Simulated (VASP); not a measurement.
# BN (P6_3/mmc) in VASP: a series of runs

The runs below take BN through single point, with LDA.

Program: VASP 6.6.1. These are calculated values, not measurements. Logs are shortened: lines on timing, memory, paths and dates and some standing lists are left out, and cuts for length are marked.

### 1 The cell of the first run

It takes space group P6_3/mmc (No. 194, hexagonal). Conventional cell: a = 2.482 Å, b = 2.482 Å, c = 5.971 Å, α = 90.00°, β = 90.00°, γ = 120.00°. Within 1.9 Å of B (site symmetry -6m2) lie 3 N at 1.43 Å. N (site symmetry -6m2) has 3 B at 1.43 Å within 1.9 Å.

### 2 Single point, LDA

INCAR reads:

```
ALGO = Normal ; EDIFF = 1E-6
ENCUT = 520 ; ISIF = 2
ISMEAR = 0 ; LASPH = True
LCHARG = False ; LREAL = False
LWAVE = False ; NBANDS = 16
NELM = 80 ; PREC = Accurate
SIGMA = 0.01
```

KPOINTS reads:

```
k-points
0
Gamma
  10 10 4
```

POSCAR reads:

```
BN
1.0
    2.4817042413      0.0000000000      0.0000000000
   -1.2408521207      2.1492189177      0.0000000000
    0.0000000000      0.0000000000      5.9710626302
B N
2 2
Direct
    0.3333333333      0.6666666667      0.2500000000
    0.6666666667      0.3333333333      0.7500000000
    0.3333333333      0.6666666667      0.7500000000
    0.6666666667      0.3333333333      0.2500000000
```

Potentials or basis: VASP PAW LDA potentials, release 64 (B, N).

Started as:

```console
$ cat potpaw_LDA.64/B/POTCAR potpaw_LDA.64/N/POTCAR > POTCAR
$ mpirun -np 1 vasp_std > vasp.out
```

OUTCAR:

```text
EDIFF = 1E-6
   ENCUT = 520
   ISIF = 2
   ISMEAR = 0
   LASPH = True
   LREAL = False
   NELM = 80
   PREC = Accurate

 ion  position               nearest neighbor table
   1  0.333  0.667  0.250-   4 1.43   4 1.43   4 1.43
   2  0.667  0.333  0.750-   3 1.43   3 1.43   3 1.43
   3  0.333  0.667  0.750-   2 1.43   2 1.43   2 1.43
   4  0.667  0.333  0.250-   1 1.43   1 1.43   1 1.43

  LATTYP: Found a hexagonal cell.
 ALAT       =     2.4817042413
 C/A-ratio  =     2.4060331327

  Lattice vectors:

 A1 = (   2.4817042413,   0.0000000000,   0.0000000000)
 A2 = (  -1.2408521207,   2.1492189177,   0.0000000000)
 A3 = (   0.0000000000,   0.0000000000,   5.9710626302)

Analysis of symmetry for initial positions (statically):
=====================================================================
 Subroutine PRICEL returns:
 Original cell was already a primitive cell.

 Routine SETGRP: Setting up the symmetry group for a
 hexagonal supercell.

 Subroutine GETGRP returns: Found 24 space group operations
 (whereof 12 operations were pure point group operations)
 out of a pool of 24 trial point group operations.

The static configuration has the point symmetry D_3d.
 The point group associated with its full space group is D_6h.

Analysis of symmetry for dynamics (positions and initial velocities):
=====================================================================
 Subroutine PRICEL returns:
 Original cell was already a primitive cell.

 Routine SETGRP: Setting up the symmetry group for a
 hexagonal supercell.

 Subroutine GETGRP returns: Found 24 space group operations
 (whereof 12 operations were pure point group operations)
 out of a pool of 24 trial point group operations.

The dynamic configuration has the point symmetry D_3d.
 The point group associated with its full space group is D_6h.

 Subroutine INISYM returns: Found 24 space group operations
 (whereof 12 operations are pure point group operations),
 and found     1 'primitive' translations

----------------------------------------------------------------------------------------

                                     Primitive cell

  volume of cell :      31.8480

  direct lattice vectors                    reciprocal lattice vectors
     2.481704241  0.000000000  0.000000000     0.402948902  0.232642657  0.000000000
    -1.240852121  2.149218918  0.000000000     0.000000000  0.465285314  0.000000000
     0.000000000  0.000000000  5.971062630     0.000000000  0.000000000  0.167474378

  length of vectors
     2.481704241  2.481704241  5.971062630     0.465285314  0.465285314  0.167474378

  position of ions in fractional coordinates (direct lattice)
     0.333333333  0.666666667  0.250000000
     0.666666667  0.333333333  0.750000000
     0.333333333  0.666666667  0.750000000
     0.666666667  0.333333333  0.250000000

  ion indices of the primitive-cell ions
   primitive index   ion index
                 1           1
                 2           2
                 3           3
                 4           4

----------------------------------------------------------------------------------------

 KPOINTS: k-points

Automatic generation of k-mesh.
 Grid dimensions read from file:
 generate k-points for:   10   10    4

 Generating k-lattice:

  Cartesian coordinates                     Fractional coordinates (reciprocal lattice)
     0.040294890  0.023264266  0.000000000     0.100000000  0.000000000  0.000000000
     0.000000000  0.046528531  0.000000000     0.000000000  0.100000000  0.000000000
     0.000000000  0.000000000  0.041868595     0.000000000  0.000000000  0.250000000

  Length of vectors
     0.046528531  0.046528531  0.041868595

  Shift w.r.t. Gamma in fractional coordinates (k-lattice)
     0.000000000  0.000000000  0.000000000

 Subroutine IBZKPT returns following result:
 ===========================================

 Found     42 irreducible k-points:

 Following reciprocal coordinates:
            Coordinates               Weight
  0.000000  0.000000  0.000000      1.000000
  0.100000  0.000000  0.000000      6.000000
  0.200000  0.000000  0.000000      6.000000
  0.300000  0.000000  0.000000      6.000000
  0.400000  0.000000  0.000000      6.000000
  0.500000  0.000000  0.000000      3.000000
[... 16 lines left out ...]
  0.300000  0.100000  0.250000     24.000000
  0.400000  0.100000  0.250000     24.000000
 [... further k-points ...]
   k-points           NKPTS =     42   k-points in BZ     NKDIM =     42   number of bands    NBANDS=     16
   number of dos      NEDOS =    301   number of ions     NIONS =      4
   total plane-waves  NPLWV =  15552
   dimension x,y,z NGX =    18 NGY =   18 NGZ =   48
   dimension x,y,z NGXF=    36 NGYF=   36 NGZF=   96
   ions per type =               2   2
   NGX,Y,Z   is equivalent  to a cutoff of  12.06, 12.06, 13.36 a.u.
   NGXF,Y,Z  is equivalent  to a cutoff of  24.12, 24.12, 26.73 a.u.
 SYSTEM =  unknown system
   PREC   = accura    normal or accurate (medium, high low for compatibility)
   ISTART =      0    job   : 0-new  1-cont  2-samecut
   ICHARG =      2    charge: 1-file 2-atom 10-const
   ISPIN  =      1    spin polarized calculation?
   LNONCOLLINEAR =      F non collinear calculations
   LSORBIT =      F    spin-orbit coupling
   LASPH  =      T    aspherical Exc in radial PAW
   ENCUT  =  520.0 eV  38.22 Ry    6.18 a.u.   4.61  4.61 11.10*2*pi/ulx,y,z
   NELM   =     80;   NELMIN=  2; NELMDL= -5     # of ELM steps
   EDIFF  = 0.1E-05   stopping-criterion for ELM
   LREAL  =      F    real-space projection
   EDIFFG = 0.1E-04   stopping-criterion for IOM
   NSW    =      0    number of steps for IOM
   IBRION =     -1    ionic relax: 0-MD 1-quasi-New 2-CG
   NFREE  =      0    steps in history (QN), initial steepest desc. (CG)
   ISIF   =      2    stress and relaxation
   ISYM   =      2    0-nonsym 1-usesym 2-fastsym
   POTIM  = 0.5000    time-step for ionic-motion
   TEBEG  =    0.0;   TEEND  =   0.0 temperature during run
   PSTRESS=    0.0 pullay stress
   NELECT =      16.0000    total number of electrons
   NUPDOWN=      -1.0000    fix difference up-down
   EMIN   =  10.00;   EMAX   =-10.00  energy-range for DOS
   EFERMI =   0.00;   METHOD = LEGACY
   ISMEAR =     0;   SIGMA  =   0.01  broadening in eV -4-tet -1-fermi 0-gaus
   EFERMI_NEDOS =   21; number of points for ismear=-14 and -15
   IALGO  =     38    algorithm
   IMIX   =      4    mixing-type and parameters
     AMIX     =   0.40;   BMIX     =  1.00
     AMIX_MAG =   1.60;   BMIX_MAG =  1.00
  volume/ion in A,a.u.               =       7.96        53.73
  Fermi-wavevector in a.u.,A,eV,Ry     =   1.301430  2.459346 23.044451  1.693719
  Thomas-Fermi vector in A             =   2.432564
   LORBIT       =      0    0 simple, 1 ext, 2 COOP (PROOUT), +10 PAW based schemes
   GGA     = CA    functional components
   LHFCALC =     F    Hartree Fock is set to
   AEXX    =    0.0000 exact exchange contribution
   IVDW    =     0    specifies the selected vdW correction
   LEPSILON=     F    determine dielectric tensor
   LRPA    =     F    only Hartree local field effects (RPA)
 non-spin polarized calculation
 Gauss-broadening in eV      SIGMA  =   0.01
  energy-cutoff  :      520.00
  volume of cell :       31.85
 maximum number of plane-waves:       874
   NGX =  9   NGY =  9   NGZ = 23

 number of electron      15.9999998 magnetization

 Free energy of the ion-electron system (eV)
  ---------------------------------------------------
  ext. energy  EPLUGINS =         0.00000000
  ---------------------------------------------------
  free energy    TOTEN  =       -38.54784709 eV

  energy without entropy =      -38.54784709  energy(sigma->0) =      -38.54784709

 E-fermi :   3.3874     XC(G=0): -11.2387

 val. band max:        3.2783806991   @ k =   0.3000   0.3000   0.0000
 cond. band min:       7.2156630141   @ k =   0.5000   0.0000   0.0000
 fundamental gap:      3.9372823150
 Fermi energy:         3.3873543009

 k-point     1 :       0.0000    0.0000    0.0000
  band No.  band energies     occupation
      1     -14.7167      2.00000
      2     -14.0551      2.00000
      3      -3.8135      2.00000
      4      -0.2862      2.00000
      5       1.8814      2.00000
      6       1.8814      2.00000
[... 8 lines left out ...]
     15      16.3838      0.00000
     16      16.4294      0.00000

 k-point     2 :       0.1000    0.0000    0.0000
  band No.  band energies     occupation
      1     -14.5141      2.00000
      2     -13.8659      2.00000
      3      -3.5352      2.00000
      4      -0.0483      2.00000
      5       1.0908      2.00000
      6       1.1981      2.00000
[... 8 lines left out ...]
     15      15.9188      0.00000
     16      17.0169      0.00000

 k-point     3 :       0.2000    0.0000    0.0000
  band No.  band energies     occupation
      1     -13.9203      2.00000
      2     -13.3139      2.00000
      3      -2.7138      2.00000
      4      -0.8132      2.00000
      5      -0.6634      2.00000
      6       0.6401      2.00000
[... 8 lines left out ...]
     15      18.1652      0.00000
     16      18.2981      0.00000

 k-point     4 :       0.3000    0.0000    0.0000
  band No.  band energies     occupation
      1     -12.9935      2.00000
      2     -12.4667      2.00000
      3      -3.0508      2.00000
      4      -2.8466      2.00000
      5      -1.4036      2.00000
      6      -0.2218      2.00000
[... 8 lines left out ...]
     15      19.6496      0.00000
     16      20.9301      0.00000
[... 324 lines left out ...]
 k-point    22 :       0.2000    0.1000    0.2500
  band No.  band energies     occupation
      1     -13.2762      2.00000
      2     -12.8802      2.00000
      3      -2.0502      2.00000
      4      -1.9081      2.00000
      5      -1.4644      2.00000
      6      -0.2591      2.00000
[... 8 lines left out ...]
     15      19.0273      0.00000
     16      19.1468      0.00000

 k-point    23 :       0.3000    0.1000    0.2500
  band No.  band energies     occupation
      1     -12.2622      2.00000
      2     -11.9427      2.00000
      3      -4.0306      2.00000
      4      -3.8883      2.00000
      5      -1.0765      2.00000
      6      -0.9578      2.00000
[... 8 lines left out ...]
     15      19.3745      0.00000
     16      21.3288      0.00000

 k-point    24 :       0.4000    0.1000    0.2500
  band No.  band energies     occupation
      1     -11.3250      2.00000
      2     -11.1545      2.00000
      3      -5.4686      2.00000
      4      -5.3487      2.00000
      5      -1.5055      2.00000
      6      -1.3798      2.00000
[... 8 lines left out ...]
     15      19.0638      0.00000
     16      22.9824      0.00000

 [... further k-points ...]

------------------------ aborting loop because EDIFF is reached ----------------------------------------

  FORCE on cell =-STRESS in cart. coord.  units (eV):
  Direction    XX          YY          ZZ          XY          YZ          ZX
  --------------------------------------------------------------------------------------
  -------------------------------------------------------------------------------------
  Total        0.9623842      0.9623842      0.7483761     -0.0000000      0.0000000      0.0000000
  in kB       48.4146446     48.4146446     37.6485443     -0.0000000      0.0000000      0.0000000
  external PRESSURE =      44.8259445 kB  Pullay stress =       0.0000000 kB

 VOLUME and BASIS-vectors are now :
 -----------------------------------------------------------------------------
  energy-cutoff  :      520.00
  volume of cell :       31.85
      direct lattice vectors                 reciprocal lattice vectors
     2.481704241  0.000000000  0.000000000     0.402948902  0.232642657  0.000000000
    -1.240852121  2.149218918  0.000000000     0.000000000  0.465285314  0.000000000
     0.000000000  0.000000000  5.971062630     0.000000000  0.000000000  0.167474378

 POSITION                                       TOTAL-FORCE (eV/Angst)
 -----------------------------------------------------------------------------------
     -0.00000      1.43281      1.49277         0.000000      0.000000      0.000000
      1.24085      0.71641      4.47830        -0.000000     -0.000000      0.000000
     -0.00000      1.43281      4.47830        -0.000000      0.000000      0.000000
      1.24085      0.71641      1.49277        -0.000000     -0.000000      0.000000
 -----------------------------------------------------------------------------------
    total drift:                               -0.000000      0.000000      0.000000

  FREE ENERGIE OF THE ION-ELECTRON SYSTEM (eV)
  ---------------------------------------------------
  free  energy   TOTEN  =       -38.5478470900 eV

  energy  without entropy=      -38.5478470900  energy(sigma->0) =      -38.54784709
```

Wall time 26 s (1 thread of Intel Xeon 8259CL, shared host); peak memory 0.13 GiB.

What came out:

- Free energy: -38.5478 eV
- Pressure: 4.5 GPa
- Band gap on the k mesh: 3.94 eV (least direct gap 4.22 eV)

Levels at points of the mesh, in eV from the valence-band top:
```csv
k point,band 5,band 6,band 7,band 8,band 9,band 10,band 11,band 12
"(0.00, 0.00, 0.00)",-1.40,-1.40,-1.30,-1.30,5.79,11.39,11.50,11.50
"(0.50, 0.00, 0.00)",-4.31,-4.14,-2.01,-0.28,3.94,6.11,9.82,10.00
"(0.00, 0.00, 0.50)",-1.35,-1.35,-1.35,-1.35,8.83,8.83,11.64,11.64
"(0.50, 0.00, 0.50)",-4.23,-4.23,-1.05,-1.05,4.51,4.51,10.19,10.19
```

Caveat: the cell stands under pressure.

[end of part 1 of 2]
